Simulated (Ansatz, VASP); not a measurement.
One calculation of Ag, two programs

The input INCAR:

```
  PREC = Accurate
  ENCUT = 520
  EDIFF = 1E-7
  ISMEAR = 0
  SIGMA = 0.1
  LREAL = F
  LASPH = T
  NELM = 60
  ALGO = Normal
  ISIF = 2
  LWAVE = F
  LCHARG = T
  GGA = PE
  LELF = T
  LVHAR = T
  NBANDS = 42
```

The input KPOINTS:

```
regular mesh
0
Gamma
  4 4 4
```

The input POSCAR:

```
Ag
1.0
    0.0000000000      3.8874896900      3.8874896900
    3.8874896900      0.0000000000      3.8874896900
    3.8874896900      3.8874896900      0.0000000000
Ag
6
Direct
    0.7482120200      0.2517879800      0.2517879800
    0.2517879800      0.7482120200      0.7482120200
    0.2517879800      0.7482120200      0.2517879800
    0.7482120200      0.2517879800      0.7482120200
    0.2517879800      0.2517879800      0.7482120200
    0.7482120200      0.7482120200      0.2517879800
```

Input for Ansatz:

```yaml
crystal:
  lattice:
    - [0.0, 3.88748969, 3.88748969]
    - [3.88748969, 0.0, 3.88748969]
    - [3.88748969, 3.88748969, 0.0]
  atoms:
    - { symbol: Ag, position: [0.74821202, 0.25178798, 0.25178798] }
    - { symbol: Ag, position: [0.25178798, 0.74821202, 0.74821202] }
    - { symbol: Ag, position: [0.25178798, 0.74821202, 0.25178798] }
    - { symbol: Ag, position: [0.74821202, 0.25178798, 0.74821202] }
    - { symbol: Ag, position: [0.25178798, 0.25178798, 0.74821202] }
    - { symbol: Ag, position: [0.74821202, 0.74821202, 0.25178798] }
basis:
  ecutwfc: 420
kpoints:
  mp_grid: { grid: [4, 4, 4] }
hamiltonian:
  xc: pbe
scf:
  occupations: { method: gaussian, width: 0.1 }
  lower_state_search: "off"
output:
  forces: true
  stress: true
  eigenvalues: true
```

Alike in both runs: task single point; functional PBE; k mesh 4 × 4 × 4; occupations gaussian, width 0.1 eV; no spin polarisation.

|  | VASP | Ansatz |
| --- | --- | --- |
| version | VASP 6.6.1 | Ansatz 0.2.0 |
| potentials or method | VASP PAW PBE potentials, release 64 (Ag), cutoff 520 eV | scalar-relativistic, plane waves, PAW |
| valence electrons in the cell | 66 | 114 |

Ansatz gave:

| Item | Value |
| --- | --- |
| gap on the k mesh at the Fermi level (eV) | none |
| pressure (GPa) | 6.7 |
| rms of the force components (eV/Å) | 0.199 |

Q: Which values does VASP return?

A: gap on the k mesh at the Fermi level (eV): none; pressure (GPa): 6.6; rms of the force components (eV/Å): 0.197.

Atom by atom the forces differ by 0.002 eV/Å (rms over components). A gap of «none» marks a metal or a gap that the smearing closes. VASP's potentials hold 66 valence electrons a cell and Ansatz's 114, so a difference there can come from the potentials and not from the codes.
